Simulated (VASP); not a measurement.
# TaNb2O5 (I4mm) in VASP: single point with PBE

Aim: the single point of TaNb2O5 with PBE.

All numbers are computed with VASP 6.6.1; they aren't measurements. Logs are shortened: lines on timing, memory, paths and dates and some standing lists are left out, and cuts for length are marked.

**1. The cell of the first run**

Symmetry: I4mm, No. 107, tetragonal system. Conventional cell: a = 5.550 Å, b = 5.550 Å, c = 5.962 Å, α = 90.00°, β = 90.00°, γ = 90.00°. Ta (site symmetry 4mm) has 5 O at 1.78 to 2.02 Å within 2.4 Å. Within 3.0 Å of Nb (site symmetry 2mm) lie 10 O at 2.25 to 2.79 Å and 2 Ta at 2.91 Å and 2 Nb at 2.98 Å. Within 3.0 Å of O (site symmetry m) lie 1 Ta at 2.02 Å and 4 Nb at 2.25 to 2.72 Å and 8 O at 2.38 to 2.98 Å. Within 2.4 Å of O (site symmetry 4mm) lie 1 Ta at 1.78 Å and 4 O at 2.38 Å.

The cell was built from a structure type or drawn by symmetry, and may not be a known phase.

**2. Single point, PBE**

The input, INCAR:

```
  PREC = Accurate
  ENCUT = 600
  EDIFF = 1E-6
  ISMEAR = 0
  SIGMA = 0.15
  LREAL = F
  LASPH = T
  NELM = 120
  ALGO = Normal
  ISIF = 2
  LWAVE = F
  LCHARG = F
  GGA = PE
  NBANDS = 44
  GGA_COMPAT = F
```

The input, KPOINTS:

```
regular mesh
0
Gamma
  3 3 3
```

The input, POSCAR:

```
TaNb2O5
1.0
   -2.7748388269      2.7748388269      2.9811495254
    2.7748388269     -2.7748388269      2.9811495254
    2.7748388269      2.7748388269     -2.9811495254
Ta Nb O
1 2 5
Direct
   -0.0534092401     -0.0534092401      0.0000000000
    0.7983168840      0.2983168840      0.5000000000
    0.2983168840      0.7983168840      0.5000000000
    0.7276418255      0.2394640048      0.0000000000
    0.2394640048      0.2394640048      0.5118221792
    0.7276418255      0.7276418255      0.4881778208
    0.2394640048      0.7276418255      0.0000000000
    0.2455617915      0.2455617915      0.0000000000
```

Potentials or basis: VASP PAW PBE potentials, release 64 (Ta_pv, Nb_sv, O).

Started as:

```
$ cat potpaw_PBE.64/Ta_pv/POTCAR potpaw_PBE.64/Nb_sv/POTCAR potpaw_PBE.64/O/POTCAR > POTCAR
$ mpirun -np 1 vasp_std > vasp.out
```

OUTCAR:

```text
PREC = Accurate
   ENCUT = 600
   EDIFF = 1E-6
   ISMEAR = 0
   LREAL = F
   LASPH = T
   NELM = 120
   ISIF = 2
   GGA = PE

 ion  position               nearest neighbor table
   1  0.947  0.947  0.000-   8 1.78   6 2.02   5 2.02   4 2.02   7 2.02   2 2.91   3 2.91   2 2.91
                             3 2.91
   2  0.798  0.298  0.500-   6 2.25   4 2.25   7 2.25   5 2.25   1 2.91   1 2.91   3 2.98   3 2.98

   3  0.298  0.798  0.500-   6 2.25   7 2.25   4 2.25   5 2.25   1 2.91   1 2.91   2 2.98   2 2.98

   4  0.728  0.239  0.000-   1 2.02   2 2.25   3 2.25
   5  0.239  0.239  0.512-   1 2.02   3 2.25   2 2.25
   6  0.728  0.728  0.488-   1 2.02   2 2.25   3 2.25
   7  0.239  0.728  0.000-   1 2.02   3 2.25   2 2.25
   8  0.246  0.246  0.000-   1 1.78

  LATTYP: Found a body centered tetragonal cell.
 ALAT       =     5.5496776538
 C/A-ratio  =     1.0743505160

  Lattice vectors:

 A1 = (  -2.7748388269,   2.7748388269,   2.9811495254)
 A2 = (   2.7748388269,  -2.7748388269,   2.9811495254)
 A3 = (   2.7748388269,   2.7748388269,  -2.9811495254)

Analysis of symmetry for initial positions (statically):
=====================================================================
 Subroutine PRICEL returns:
 Original cell was already a primitive cell.

 Routine SETGRP: Setting up the symmetry group for a
 body centered tetragonal supercell.

 Subroutine GETGRP returns: Found  8 space group operations
 (whereof  8 operations were pure point group operations)
 out of a pool of 16 trial point group operations.

The static configuration has the point symmetry C_4v.

Analysis of symmetry for dynamics (positions and initial velocities):
=====================================================================
 Subroutine PRICEL returns:
 Original cell was already a primitive cell.

 Routine SETGRP: Setting up the symmetry group for a
 body centered tetragonal supercell.

 Subroutine GETGRP returns: Found  8 space group operations
 (whereof  8 operations were pure point group operations)
 out of a pool of 16 trial point group operations.

The dynamic configuration has the point symmetry C_4v.

 Subroutine INISYM returns: Found  8 space group operations
 (whereof  8 operations are pure point group operations),
 and found     1 'primitive' translations

----------------------------------------------------------------------------------------

                                     Primitive cell

  volume of cell :      91.8162

  direct lattice vectors                    reciprocal lattice vectors
    -2.774838827  2.774838827  2.981149525     0.000000000  0.180190646  0.167720537
     2.774838827 -2.774838827  2.981149525     0.180190646  0.000000000  0.167720537
     2.774838827  2.774838827 -2.981149525     0.180190646  0.180190646  0.000000000

  length of vectors
     4.928155185  4.928155185  4.928155185     0.246168331  0.246168331  0.254828055

  position of ions in fractional coordinates (direct lattice)
     0.946590760  0.946590760  0.000000000
     0.798316884  0.298316884  0.500000000
     0.298316884  0.798316884  0.500000000
     0.727641826  0.239464005  0.000000000
     0.239464005  0.239464005  0.511822179
     0.727641826  0.727641826  0.488177821
     0.239464005  0.727641826  0.000000000
     0.245561792  0.245561792  0.000000000

  ion indices of the primitive-cell ions
   primitive index   ion index
                 1           1
                 2           2
                 3           3
                 4           4
                 5           5
                 6           6
                 7           7
                 8           8

----------------------------------------------------------------------------------------

 KPOINTS: regular mesh

Automatic generation of k-mesh.
 Grid dimensions read from file:
 generate k-points for:    3    3    3

 Generating k-lattice:

  Cartesian coordinates                     Fractional coordinates (reciprocal lattice)
     0.000000000  0.060063549  0.055906846     0.333333333  0.000000000  0.000000000
     0.060063549  0.000000000  0.055906846     0.000000000  0.333333333  0.000000000
     0.060063549  0.060063549  0.000000000     0.000000000  0.000000000  0.333333333

  Length of vectors
     0.082056110  0.082056110  0.084942685

  Shift w.r.t. Gamma in fractional coordinates (k-lattice)
     0.000000000  0.000000000  0.000000000

 Subroutine IBZKPT returns following result:
 ===========================================

 Found      6 irreducible k-points:

 Following reciprocal coordinates:
            Coordinates               Weight
  0.000000  0.000000  0.000000      1.000000
  0.333333 -0.000000  0.000000      8.000000
  0.333333  0.333333  0.000000      8.000000
 -0.333333  0.333333  0.000000      4.000000
 -0.333333  0.333333  0.333333      4.000000
 -0.333333 -0.333333  0.333333      2.000000
   k-points           NKPTS =      6   k-points in BZ     NKDIM =      6   number of bands    NBANDS=     44
   number of dos      NEDOS =    301   number of ions     NIONS =      8
   total plane-waves  NPLWV =  64000
   dimension x,y,z NGX =    40 NGY =   40 NGZ =   40
   dimension x,y,z NGXF=    80 NGYF=   80 NGZF=   80
   ions per type =               1   2   5
   NGX,Y,Z   is equivalent  to a cutoff of  13.49, 13.49, 13.49 a.u.
   NGXF,Y,Z  is equivalent  to a cutoff of  26.99, 26.99, 26.99 a.u.
 SYSTEM =  unknown system
   PREC   = accura    normal or accurate (medium, high low for compatibility)
   ISTART =      0    job   : 0-new  1-cont  2-samecut
   ICHARG =      2    charge: 1-file 2-atom 10-const
   ISPIN  =      1    spin polarized calculation?
   LNONCOLLINEAR =      F non collinear calculations
   LSORBIT =      F    spin-orbit coupling
   LASPH  =      T    aspherical Exc in radial PAW
   ENCUT  =  600.0 eV  44.10 Ry    6.64 a.u.   9.84  9.84  9.84*2*pi/ulx,y,z
   NELM   =    120;   NELMIN=  2; NELMDL= -5     # of ELM steps
   EDIFF  = 0.1E-05   stopping-criterion for ELM
   LREAL  =      F    real-space projection
   EDIFFG = 0.1E-04   stopping-criterion for IOM
   NSW    =      0    number of steps for IOM
   IBRION =     -1    ionic relax: 0-MD 1-quasi-New 2-CG
   NFREE  =      0    steps in history (QN), initial steepest desc. (CG)
   ISIF   =      2    stress and relaxation
   ISYM   =      2    0-nonsym 1-usesym 2-fastsym
   POTIM  = 0.5000    time-step for ionic-motion
   TEBEG  =    0.0;   TEEND  =   0.0 temperature during run
   PSTRESS=    0.0 pullay stress
   NELECT =      67.0000    total number of electrons
   NUPDOWN=      -1.0000    fix difference up-down
   EMIN   =  10.00;   EMAX   =-10.00  energy-range for DOS
   EFERMI =   0.00;   METHOD = LEGACY
   ISMEAR =     0;   SIGMA  =   0.15  broadening in eV -4-tet -1-fermi 0-gaus
   EFERMI_NEDOS =   21; number of points for ismear=-14 and -15
   IALGO  =     38    algorithm
   IMIX   =      4    mixing-type and parameters
     AMIX     =   0.40;   BMIX     =  1.00
     AMIX_MAG =   1.60;   BMIX_MAG =  1.00
  volume/ion in A,a.u.               =      11.48        77.45
  Fermi-wavevector in a.u.,A,eV,Ry     =   1.473873  2.785216 29.555950  2.172301
  Thomas-Fermi vector in A             =   2.588713
   LORBIT       =      0    0 simple, 1 ext, 2 COOP (PROOUT), +10 PAW based schemes
   GGA     = PE    functional components
   LHFCALC =     F    Hartree Fock is set to
   AEXX    =    0.0000 exact exchange contribution
   IVDW    =     0    specifies the selected vdW correction
   LEPSILON=     F    determine dielectric tensor
   LRPA    =     F    only Hartree local field effects (RPA)
 non-spin polarized calculation
 Gauss-broadening in eV      SIGMA  =   0.15
  energy-cutoff  :      600.00
  volume of cell :       91.82
 maximum number of plane-waves:      3086
   NGX = 19   NGY = 19   NGZ = 19

 number of electron      66.9999994 magnetization

 Free energy of the ion-electron system (eV)
  ---------------------------------------------------
  ext. energy  EPLUGINS =         0.00000000
  ---------------------------------------------------
  free energy    TOTEN  =       -68.62035233 eV

  energy without entropy =      -68.55848079  energy(sigma->0) =      -68.58941656

 E-fermi :   8.1550     XC(G=0): -12.0375

 val. band max:        8.0739345119   @ k =   0.3333   0.3333   0.0000
 cond. band min:       8.2269785660   @ k =   0.3333   0.3333   0.0000
 fundamental gap:      0.1530440541
 Fermi energy:         8.1550211450

 k-point     1 :       0.0000    0.0000    0.0000
  band No.  band energies     occupation
      1     -48.3171      2.00000
      2     -48.2485      2.00000
      3     -27.3921      2.00000
      4     -27.2889      2.00000
      5     -27.2889      2.00000
      6     -24.7252      2.00000
[... 36 lines left out ...]
     43      10.6255      0.00000
     44      10.6255      0.00000

 k-point     2 :       0.3333   -0.0000    0.0000
  band No.  band energies     occupation
      1     -48.3000      2.00000
      2     -48.2657      2.00000
      3     -27.3961      2.00000
      4     -27.2927      2.00000
      5     -27.2697      2.00000
      6     -24.5762      2.00000
[... 36 lines left out ...]
     43      11.1220      0.00000
     44      11.7040      0.00000

 k-point     3 :       0.3333    0.3333    0.0000
  band No.  band energies     occupation
      1     -48.2985      2.00000
      2     -48.2674      2.00000
      3     -27.3993      2.00000
      4     -27.2719      2.00000
      5     -27.2701      2.00000
      6     -24.5831      2.00000
[... 36 lines left out ...]
     43      11.4362      0.00000
     44      11.8362      0.00000

 k-point     4 :      -0.3333    0.3333    0.0000
  band No.  band energies     occupation
      1     -48.3156      2.00000
      2     -48.2502      2.00000
      3     -27.3985      2.00000
      4     -27.2709      2.00000
      5     -27.2664      2.00000
      6     -24.7237      2.00000
[... 36 lines left out ...]
     43      11.2856      0.00000
     44      11.6731      0.00000

 k-point     5 :      -0.3333    0.3333    0.3333
  band No.  band energies     occupation
      1     -48.3138      2.00000
      2     -48.2517      2.00000
      3     -27.3969      2.00000
      4     -27.2980      2.00000
      5     -27.2752      2.00000
      6     -24.7459      2.00000
[... 36 lines left out ...]
     43      11.5590      0.00000
     44      11.6665      0.00000

 k-point     6 :      -0.3333   -0.3333    0.3333
  band No.  band energies     occupation
      1     -48.2966      2.00000
      2     -48.2688      2.00000
      3     -27.3943      2.00000
      4     -27.2993      2.00000
      5     -27.2993      2.00000
      6     -24.6061      2.00000
[... 36 lines left out ...]
     43      11.1579      0.00000
     44      11.7776      0.00000

------------------------ aborting loop because EDIFF is reached ----------------------------------------

  FORCE on cell =-STRESS in cart. coord.  units (eV):
  Direction    XX          YY          ZZ          XY          YZ          ZX
  --------------------------------------------------------------------------------------
  -------------------------------------------------------------------------------------
  Total        0.2315203      0.2315203      0.1112780      0.0000000      0.0000000      0.0000000
  in kB        4.0399906      4.0399906      1.9417827      0.0000000      0.0000000      0.0000000
  external PRESSURE =       3.3405880 kB  Pullay stress =       0.0000000 kB

 VOLUME and BASIS-vectors are now :
 -----------------------------------------------------------------------------
  energy-cutoff  :      600.00
  volume of cell :       91.82
      direct lattice vectors                 reciprocal lattice vectors
    -2.774838827  2.774838827  2.981149525     0.000000000  0.180190646  0.167720537
     2.774838827 -2.774838827  2.981149525     0.180190646  0.000000000  0.167720537
     2.774838827  2.774838827 -2.981149525     0.180190646  0.180190646  0.000000000

 POSITION                                       TOTAL-FORCE (eV/Angst)
 -----------------------------------------------------------------------------------
      0.00000      0.00000      5.64386        -0.000000      0.000000     -0.407552
      0.00000      2.77484      1.77865        -0.000000     -0.000000      0.036241
      2.77484      0.00000      1.77865        -0.000000     -0.000000      0.036241
     -1.35461      1.35461      2.88309         0.058481     -0.058481     -0.005514
      1.42022      1.42022     -0.09806         0.058481      0.058481     -0.005514
      1.35461      1.35461      2.88309        -0.058481     -0.058481     -0.005514
      1.35461     -1.35461      2.88309        -0.058481      0.058481     -0.005514
      0.00000      0.00000      1.46411        -0.000000      0.000000      0.357126
 -----------------------------------------------------------------------------------
    total drift:                                0.000002      0.000002     -0.000706

  FREE ENERGIE OF THE ION-ELECTRON SYSTEM (eV)
  ---------------------------------------------------
  free  energy   TOTEN  =       -68.6203523261 eV

  energy  without entropy=      -68.5584807869  energy(sigma->0) =      -68.58941656
```

Wall time 26 s (1 thread of AMD EPYC 9R45 (Zen 5), shared host); peak memory 0.22 GiB.

What came out:

```
Free energy            : -68.6204 eV
Pressure               : 0.3 GPa
Largest force          : 0.408 eV/Å
Band gap on the k mesh : zero (an odd number of electrons rules out a gap without spin polarisation)
```

Forces on the atoms (eV/Å):
```
Ta   0.000  0.000 -0.408
Nb   0.000  0.000  0.036
Nb   0.000  0.000  0.036
O    0.058 -0.058 -0.006
O    0.058  0.058 -0.006
O   -0.058 -0.058 -0.006
O   -0.058  0.058 -0.006
O    0.000  0.000  0.357
```

Levels at points of the mesh, in eV from the Fermi level:
| k point | band 29 | band 30 | band 31 | band 32 | band 33 | band 34 | band 35 | band 36 | band 37 | band 38 |
| --- | --- | --- | --- | --- | --- | --- | --- | --- | --- | --- |
| (0.00, 0.00, 0.00) | -3.45 | -1.70 | -1.36 | -1.34 | -1.34 | -0.89 | -0.09 | -0.09 | 1.29 | 1.47 |

Caveat: the k points lie up to 0.52 Å⁻¹ apart, too coarse for converged energies and pressures of a metal; spin-orbit coupling is left out, which moves the levels of the heavy elements; an odd number of electrons without spin polarisation forces a metal; a magnetic or distorted state may lie lower.
